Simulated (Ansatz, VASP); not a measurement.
## P: VASP beside Ansatz

```
CELL_PARAMETERS angstrom
2.44634 0.00000 0.00000
0.00000 2.44634 0.00000
0.00000 0.00000 2.44634
ATOMIC_POSITIONS crystal
P 0.00000 0.00000 0.00000
```

Alike in both runs: task single point; functional PBE; k mesh 11 × 11 × 11; occupations fermi-dirac, width 0.03 eV; no spin polarisation.

```csv
,VASP,Ansatz
version,VASP 6.6.1,Ansatz 0.2.0
potentials or method,"VASP PAW PBE potentials, release 64 (P), cutoff 500 eV","all-electron LAPW, scalar-relativistic"
```

VASP gave:

- pressure (GPa): 0.0

Task: What did Ansatz give for the same quantities?

Result: Pressure (GPa): 0.4.

Ansatz ran all-electron here, and VASP with PAW potentials.
